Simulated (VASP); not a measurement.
# Be5Pt (F-43m) in VASP: further runs

Be5Pt is run at these levels: LDA; tasks: single point.

Program: VASP 6.6.1. These are calculated values, not measurements. Logs are shortened: lines on timing, memory, paths and dates and some standing lists are left out, and cuts for length are marked.

## (1) The cell of the first run

It takes space group F-43m (No. 216, cubic). The conventional cell has a = 5.963 Å, b = 5.963 Å, c = 5.963 Å, α = 90.00°, β = 90.00°, γ = 90.00°. Be (site symmetry -43m) has 12 Be at 2.47 Å and 4 Pt at 2.58 Å within 3.3 Å. Be (site symmetry 3m) has 9 Be at 2.10 to 2.47 Å and 3 Pt at 2.47 Å within 2.8 Å. Pt (site symmetry -43m) has 16 Be at 2.47 to 2.58 Å within 3.3 Å.

## (2) Single point, LDA

File INCAR:

```
SYSTEM = Be5Pt
PREC     = Accurate       ! precision mode
ENCUT    = 520            ! plane-wave cutoff, eV
EDIFF    = 1E-6           ! SCF threshold, eV
ISMEAR   = 1              ! smearing method
SIGMA    = 0.5            ! smearing width, eV
LREAL    = .False.        ! projectors in reciprocal space
LASPH    = .True.         ! aspherical terms in the spheres
NELM     = 80             ! most SCF steps
ALGO     = Normal         ! electronic algorithm
ISIF     = 2              ! what is computed and relaxed
LWAVE    = .False.        ! write WAVECAR
LCHARG   = .False.        ! write CHGCAR
NBANDS   = 19             ! bands
```

File KPOINTS:

```
regular mesh
0
Gamma
  7 7 7
  0 0 0
```

File POSCAR:

```
Be5Pt
1.0
    0.0000000000      2.9813020000      2.9813020000
    2.9813020000      0.0000000000      2.9813020000
    2.9813020000      2.9813020000      0.0000000000
Be Pt
5 1
Direct
    0.2500000000      0.2500000000      0.2500000000
    0.6242630000      0.6242630000      0.1272120000
    0.6242630000      0.1272120000      0.6242630000
    0.1272120000      0.6242630000      0.6242630000
    0.6242630000      0.6242630000      0.6242630000
    0.0000000000      0.0000000000      0.0000000000
```

Potentials or basis: VASP PAW LDA potentials, release 64 (Be, Pt).

Started as:

```
cat potpaw_LDA.64/Be/POTCAR potpaw_LDA.64/Pt/POTCAR > POTCAR
mpirun -np 1 vasp_std > vasp.out
```

OUTCAR:

```text
SYSTEM = Be5Pt
   PREC = Accurate
   ENCUT = 520
   EDIFF = 1E-6
   ISMEAR = 1
   LREAL = .False.
   LASPH = .True.
   NELM = 80
   ISIF = 2

 ion  position               nearest neighbor table
   1  0.250  0.250  0.250-   6 2.58   6 2.58   6 2.58   6 2.58
   2  0.624  0.624  0.127-   3 2.10   4 2.10   5 2.10   3 2.12   4 2.12   5 2.12   6 2.47   6 2.47
                             6 2.47
   3  0.624  0.127  0.624-   2 2.10   4 2.10   5 2.10   4 2.12   2 2.12   5 2.12   6 2.47   6 2.47
                             6 2.47
   4  0.127  0.624  0.624-   2 2.10   3 2.10   5 2.10   3 2.12   2 2.12   5 2.12   6 2.47   6 2.47
                             6 2.47
   5  0.624  0.624  0.624-   2 2.10   3 2.10   4 2.10   4 2.12   3 2.12   2 2.12   6 2.47   6 2.47
                             6 2.47
   6  0.000  0.000  0.000-   2 2.47   3 2.47   4 2.47   5 2.47   5 2.47   5 2.47   3 2.47   4 2.47
                             2 2.47   2 2.47   4 2.47   3 2.47   1 2.58   1 2.58   1 2.58   1 2.58

  LATTYP: Found a face centered cubic cell.
 ALAT       =     5.9626040000

  Lattice vectors:

 A1 = (   0.0000000000,   2.9813020000,   2.9813020000)
 A2 = (   2.9813020000,   0.0000000000,   2.9813020000)
 A3 = (   2.9813020000,   2.9813020000,   0.0000000000)

Analysis of symmetry for initial positions (statically):
=====================================================================
 Subroutine PRICEL returns:
 Original cell was already a primitive cell.

 Routine SETGRP: Setting up the symmetry group for a
 face centered cubic supercell.

 Subroutine GETGRP returns: Found 24 space group operations
 (whereof 24 operations were pure point group operations)
 out of a pool of 48 trial point group operations.

The static configuration has the point symmetry T_d .

Analysis of symmetry for dynamics (positions and initial velocities):
=====================================================================
 Subroutine PRICEL returns:
 Original cell was already a primitive cell.

 Routine SETGRP: Setting up the symmetry group for a
 face centered cubic supercell.

 Subroutine GETGRP returns: Found 24 space group operations
 (whereof 24 operations were pure point group operations)
 out of a pool of 48 trial point group operations.

The dynamic configuration has the point symmetry T_d .

 Subroutine INISYM returns: Found 24 space group operations
 (whereof 24 operations are pure point group operations),
 and found     1 'primitive' translations

----------------------------------------------------------------------------------------

                                     Primitive cell

  volume of cell :      52.9966

  direct lattice vectors                    reciprocal lattice vectors
     0.000000000  2.981302000  2.981302000    -0.167711959  0.167711959  0.167711959
     2.981302000  0.000000000  2.981302000     0.167711959 -0.167711959  0.167711959
     2.981302000  2.981302000  0.000000000     0.167711959  0.167711959 -0.167711959

  length of vectors
     4.216197722  4.216197722  4.216197722     0.290485635  0.290485635  0.290485635

  position of ions in fractional coordinates (direct lattice)
     0.250000000  0.250000000  0.250000000
     0.624263000  0.624263000  0.127212000
     0.624263000  0.127212000  0.624263000
     0.127212000  0.624263000  0.624263000
     0.624263000  0.624263000  0.624263000
     0.000000000  0.000000000  0.000000000

  ion indices of the primitive-cell ions
   primitive index   ion index
                 1           1
                 2           2
                 3           3
                 4           4
                 5           5
                 6           6

----------------------------------------------------------------------------------------

 KPOINTS: regular mesh

Automatic generation of k-mesh.
 Grid dimensions read from file:
 generate k-points for:    7    7    7

 Generating k-lattice:

  Cartesian coordinates                     Fractional coordinates (reciprocal lattice)
    -0.023958851  0.023958851  0.023958851     0.142857143  0.000000000  0.000000000
     0.023958851 -0.023958851  0.023958851     0.000000000  0.142857143  0.000000000
     0.023958851  0.023958851 -0.023958851     0.000000000  0.000000000  0.142857143

  Length of vectors
     0.041497948  0.041497948  0.041497948

  Shift w.r.t. Gamma in fractional coordinates (k-lattice)
     0.000000000  0.000000000  0.000000000

 Subroutine IBZKPT returns following result:
 ===========================================

 Found     20 irreducible k-points:

 Following reciprocal coordinates:
            Coordinates               Weight
  0.000000  0.000000  0.000000      1.000000
  0.142857  0.000000  0.000000      8.000000
  0.285714  0.000000  0.000000      8.000000
  0.428571  0.000000  0.000000      8.000000
  0.142857  0.142857  0.000000      6.000000
  0.285714  0.142857  0.000000     24.000000
[... 12 lines left out ...]
 -0.428571  0.428571  0.142857     24.000000
 -0.285714  0.428571  0.142857     24.000000
   k-points           NKPTS =     20   k-points in BZ     NKDIM =     20   number of bands    NBANDS=     19
   number of dos      NEDOS =    301   number of ions     NIONS =      6
   total plane-waves  NPLWV =  32768
   dimension x,y,z NGX =    32 NGY =   32 NGZ =   32
   dimension x,y,z NGXF=    64 NGYF=   64 NGZF=   64
   ions per type =               5   1
   NGX,Y,Z   is equivalent  to a cutoff of  12.62, 12.62, 12.62 a.u.
   NGXF,Y,Z  is equivalent  to a cutoff of  25.24, 25.24, 25.24 a.u.
 SYSTEM =  Be5Pt
   PREC   = accura    normal or accurate (medium, high low for compatibility)
   ISTART =      0    job   : 0-new  1-cont  2-samecut
   ICHARG =      2    charge: 1-file 2-atom 10-const
   ISPIN  =      1    spin polarized calculation?
   LNONCOLLINEAR =      F non collinear calculations
   LSORBIT =      F    spin-orbit coupling
   LASPH  =      T    aspherical Exc in radial PAW
   ENCUT  =  520.0 eV  38.22 Ry    6.18 a.u.   7.84  7.84  7.84*2*pi/ulx,y,z
   NELM   =     80;   NELMIN=  2; NELMDL= -5     # of ELM steps
   EDIFF  = 0.1E-05   stopping-criterion for ELM
   LREAL  =      F    real-space projection
   EDIFFG = 0.1E-04   stopping-criterion for IOM
   NSW    =      0    number of steps for IOM
   IBRION =     -1    ionic relax: 0-MD 1-quasi-New 2-CG
   NFREE  =      0    steps in history (QN), initial steepest desc. (CG)
   ISIF   =      2    stress and relaxation
   ISYM   =      2    0-nonsym 1-usesym 2-fastsym
   POTIM  = 0.5000    time-step for ionic-motion
   TEBEG  =    0.0;   TEEND  =   0.0 temperature during run
   PSTRESS=    0.0 pullay stress
   NELECT =      20.0000    total number of electrons
   NUPDOWN=      -1.0000    fix difference up-down
   EMIN   =  10.00;   EMAX   =-10.00  energy-range for DOS
   EFERMI =   0.00;   METHOD = LEGACY
   ISMEAR =     1;   SIGMA  =   0.50  broadening in eV -4-tet -1-fermi 0-gaus
   EFERMI_NEDOS =   21; number of points for ismear=-14 and -15
   IALGO  =     38    algorithm
   IMIX   =      4    mixing-type and parameters
     AMIX     =   0.40;   BMIX     =  1.00
     AMIX_MAG =   1.60;   BMIX_MAG =  1.00
  volume/ion in A,a.u.               =       8.83        59.61
  Fermi-wavevector in a.u.,A,eV,Ry     =   1.183048  2.235636 19.042734  1.399601
  Thomas-Fermi vector in A             =   2.319290
   LORBIT       =      0    0 simple, 1 ext, 2 COOP (PROOUT), +10 PAW based schemes
   GGA     = CA    functional components
   LHFCALC =     F    Hartree Fock is set to
   AEXX    =    0.0000 exact exchange contribution
   IVDW    =     0    specifies the selected vdW correction
   LEPSILON=     F    determine dielectric tensor
   LRPA    =     F    only Hartree local field effects (RPA)
 non-spin polarized calculation
 Methfessel and Paxton  Order N= 1 SIGMA  =   0.50
  energy-cutoff  :      520.00
  volume of cell :       53.00
 maximum number of plane-waves:      1436
   NGX = 15   NGY = 15   NGZ = 15

 number of electron      20.0000000 magnetization

 Free energy of the ion-electron system (eV)
  ---------------------------------------------------
  ext. energy  EPLUGINS =         0.00000000
  ---------------------------------------------------
  free energy    TOTEN  =       -31.39124252 eV

  energy without entropy =      -31.39914969  energy(sigma->0) =      -31.39387824

 E-fermi :   8.5418     XC(G=0): -11.5743

 val. band max:        8.4899412618   @ k =  -0.1429   0.1429   0.0000
 cond. band min:       8.7124814172   @ k =   0.4286   0.4286   0.0000
 fundamental gap:      0.2225401554
 Fermi energy:         8.5418196327

 k-point     1 :       0.0000    0.0000    0.0000
  band No.  band energies     occupation
      1      -2.8060      2.00000
      2       2.3846      2.00000
      3       2.3846      2.00000
      4       2.3846      2.00000
      5       3.1593      2.00000
      6       3.1593      2.00000
[... 11 lines left out ...]
     18      14.5268     -0.00000
     19      14.5268     -0.00000

 k-point     2 :       0.1429    0.0000    0.0000
  band No.  band energies     occupation
      1      -2.5818      2.00000
      2       2.1520      2.00000
      3       2.4479      2.00000
      4       2.4479      2.00000
      5       3.1900      2.00000
      6       3.1900      2.00000
[... 11 lines left out ...]
     18      15.5026     -0.00000
     19      15.5026     -0.00000

 k-point     3 :       0.2857    0.0000    0.0000
  band No.  band energies     occupation
      1      -1.9348      2.00000
      2       1.5224      2.00000
      3       2.5135      2.00000
      4       2.5135      2.00000
      5       3.4103      2.00000
      6       3.4103      2.00000
[... 346 lines left out ...]
      1      -0.1308      2.00000
      2       1.2147      2.00000
      3       1.5161      2.00000
      4       2.2849      2.00000
      5       3.6078      2.00000
      6       3.7903      2.00000
[... 11 lines left out ...]
     18      17.2017     -0.00000
     19      17.8094     -0.00000

 k-point    20 :      -0.2857    0.4286    0.1429
  band No.  band energies     occupation
      1       0.5862      2.00000
      2       0.7024      2.00000
      3       1.2702      2.00000
      4       2.0192      2.00000
      5       3.4502      2.00000
      6       3.8991      2.00000
[... 11 lines left out ...]
     18      17.4579     -0.00000
     19      17.9214     -0.00000

------------------------ aborting loop because EDIFF is reached ----------------------------------------

  FORCE on cell =-STRESS in cart. coord.  units (eV):
  Direction    XX          YY          ZZ          XY          YZ          ZX
  --------------------------------------------------------------------------------------
  -------------------------------------------------------------------------------------
  Total       -2.0447163     -2.0447163     -2.0447163     -0.0000000     -0.0000000      0.0000000
  in kB      -61.8152639    -61.8152639    -61.8152639     -0.0000000     -0.0000000      0.0000000
  external PRESSURE =     -61.8152639 kB  Pullay stress =       0.0000000 kB

 VOLUME and BASIS-vectors are now :
 -----------------------------------------------------------------------------
  energy-cutoff  :      520.00
  volume of cell :       53.00
      direct lattice vectors                 reciprocal lattice vectors
     0.000000000  2.981302000  2.981302000    -0.167711959  0.167711959  0.167711959
     2.981302000  0.000000000  2.981302000     0.167711959 -0.167711959  0.167711959
     2.981302000  2.981302000  0.000000000     0.167711959  0.167711959 -0.167711959

 POSITION                                       TOTAL-FORCE (eV/Angst)
 -----------------------------------------------------------------------------------
      1.49065      1.49065      1.49065         0.000000      0.000000      0.000000
      2.24037      2.24037      3.72223        -0.062175     -0.062175      0.062175
      2.24037      3.72223      2.24037        -0.062175      0.062175     -0.062175
      3.72223      2.24037      2.24037         0.062175     -0.062175     -0.062175
      3.72223      3.72223      3.72223         0.062175      0.062175      0.062175
      0.00000      0.00000      0.00000         0.000000      0.000000      0.000000
 -----------------------------------------------------------------------------------
    total drift:                                0.000086      0.000086      0.000086

  FREE ENERGIE OF THE ION-ELECTRON SYSTEM (eV)
  ---------------------------------------------------
  free  energy   TOTEN  =       -31.3912425163 eV

  energy  without entropy=      -31.3991496855  energy(sigma->0) =      -31.39387824
```

Wall time 24 s (1 thread of Intel Xeon 8259CL, shared host); peak memory 0.16 GiB.

Results:

| Quantity | Value |
| --- | --- |
| Free energy | -31.3912 eV |
| Pressure | -6.2 GPa |
| Largest force | 0.108 eV/Å |
| Band gap on the k mesh | 0.22 eV, indirect (least direct gap 1.46 eV) |

Forces on the atoms (eV/Å):
```
Be   0.000  0.000  0.000
Be  -0.062 -0.062  0.062
Be  -0.062  0.062 -0.062
Be   0.062 -0.062 -0.062
Be   0.062  0.062  0.062
Pt   0.000  0.000  0.000
```

Levels at points of the mesh, in eV from the valence-band top:
```
           k point  band 7  band 8  band 9  band 10  band 11  band 12  band 13  band 14
(0.00, 0.00, 0.00)   -4.04   -0.34   -0.34    -0.34     2.56     3.19     3.19     3.19
```

Caveat: spin-orbit coupling is left out, which moves the levels of the heavy elements. A k mesh can miss the band edges.

## (3) Single point, LDA

File INCAR:

```
SYSTEM = Be5Pt
PREC = Accurate
ENCUT = 520
EDIFF = 1E-6
ISMEAR = 1
SIGMA = 0.3
LREAL = .False.
LASPH = .True.
NELM = 80
ALGO = Normal
ISIF = 2
LWAVE = .False.
LCHARG = .False.
GGA = CA
NBANDS = 19
```

KPOINTS is that of step 2.

POSCAR is that of step 2.

Potentials or basis: VASP PAW LDA potentials, release 64 (Be, Pt).

Started as:

```
cat potpaw_LDA.64/Be/POTCAR potpaw_LDA.64/Pt/POTCAR > POTCAR
mpirun -np 1 vasp_std > vasp.out
```

Wall time 23 s (1 thread of Intel Xeon 8259CL, shared host); peak memory 0.16 GiB.

Results (log left out):

| Property | Result |
| --- | --- |
| Free energy | -31.3930 eV |
| Pressure | -6.2 GPa |
| Largest force | 0.100 eV/Å |
| Band gap on the k mesh | 0.22 eV, indirect (least direct gap 1.46 eV) |

Forces on the atoms (eV/Å):
```
Be   0.000  0.000  0.000
Be  -0.058 -0.058  0.058
Be  -0.058  0.058 -0.058
Be   0.058 -0.058 -0.058
Be   0.058  0.058  0.058
Pt   0.000  0.000  0.000
```

Levels at points of the mesh, in eV from the valence-band top:
| k point | band 6 | band 7 | band 8 | band 9 | band 10 | band 11 | band 12 | band 13 | band 14 | band 15 |
| --- | --- | --- | --- | --- | --- | --- | --- | --- | --- | --- |
| (0.00, 0.00, 0.00) | -5.33 | -4.04 | -0.34 | -0.34 | -0.34 | 2.56 | 3.19 | 3.19 | 3.19 | 5.26 |

Caveat: spin-orbit coupling is left out, which moves the levels of the heavy elements. A k mesh can miss the band edges.

(Part 1 of 2 ends here.)
